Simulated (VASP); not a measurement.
Input of a VASP 6.6.1 run:

File POSCAR:

```
C
1.0
    0.0000000000      1.7801241411      1.7801241411
    1.6993065051      0.0000000000      1.7801241411
    1.6993065051      1.7801241411      0.0000000000
C
2
Direct
    0.0000000000      0.0000000000      0.0000000000
    0.2500000000      0.2500000000      0.2500000000
```

Contents of INCAR.step1:

```
SYSTEM = C
PREC = Accurate
ENCUT = 520
ISMEAR = 0
SIGMA = 0.01
LREAL = .False.
LASPH = .True.
NELM = 60
NBANDS = 11
GGA = PE
ALGO = Normal
EDIFF = 1E-4
LWAVE = .True.
LCHARG = .False.
```

Contents of INCAR.step2:

```
SYSTEM = C
PREC = Accurate
ENCUT = 520
EDIFF = 1E-6
ISMEAR = 0
SIGMA = 0.01
LREAL = .False.
LASPH = .True.
NELM = 60
ALGO = Normal
ISIF = 2
LWAVE = .False.
LCHARG = .False.
METAGGA = R2SCAN
LMIXTAU = .True.
NBANDS = 11
ISTART = 1
```

Contents of KPOINTS:

```
regular mesh
0
Gamma
  12 12 12
  0 0 0
```

Potentials or basis: VASP PAW PBE potentials, release 64 (C).

The run is started by

```bash
$ cat potpaw_PBE.64/C/POTCAR > POTCAR
$ cp INCAR.step1 INCAR
$ mpirun -np 1 vasp_std > vasp.out
$ cp INCAR.step2 INCAR
$ mpirun -np 1 vasp_std > vasp.out
```

Problem. Estimate the pressure.

Solution. 24.2 GPa.

Problem. Estimate the band gap on the k mesh.

Solution. 3.21 eV, indirect (least direct gap 5.10 eV).

Stress tensor (GPa, compression positive):
```
54.85  0.00  0.00
 0.00  8.85  0.00
 0.00  0.00  8.85
```

Caveat: the cell differs from its parent crystal (uniaxial x strain -4.5%); the PAW data sets were made with another functional, which shifts forces and pressure a little. A k mesh can miss the band edges.
